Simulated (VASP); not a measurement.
Runs of VASP 6.6.1 on AgCl. Symmetry: Fm-3m, No. 225, cubic system. The conventional cell has a = 5.546 Å, b = 5.546 Å, c = 5.546 Å, α = 90.00°, β = 90.00°, γ = 90.00°. Ag (site symmetry m-3m) has 6 Cl at 2.77 Å within 3.7 Å. Cl (site symmetry m-3m) has 6 Ag at 2.77 Å within 3.7 Å. 

```tsv
level	k mesh	smearing	grid for exact exchange (PRECFOCK)	share of exact exchange	screening parameter	gap on the mesh (eV)	pressure (GPa)
PBE	6 × 6 × 6	methfessel-paxton 0.001 eV	-	-	-	(a)	1.5
PBE-based screened hybrid with 10 % exact exchange	4 × 4 × 4	gaussian 0.01 eV	Normal	0.1	0.2078 1/Å	1.49	1.5
PBE-based screened hybrid with 100 % exact exchange	4 × 4 × 4	gaussian 0.01 eV	Normal	1	0.1 1/Å	(b)	0.0
PBE-based screened hybrid with 20 % exact exchange	4 × 4 × 4	gaussian 0.01 eV	Normal	0.2	0.5 1/Å	1.62	1.6
```

Alike in all rows: task single point; potentials or basis VASP PAW PBE potentials, release 64 (Ag, Cl); no spin polarisation; cell as given; cutoff (eV) 520.

Q: Fill in the values left out.

A: (a) 0.91; (b) 8.79.

Caveats: some runs use coarse meshes; the PAW data sets were made with another functional, which shifts forces and pressure a little (at least some runs).

A k mesh can miss the band edges, and the runs leave out spin-orbit coupling on Ag.
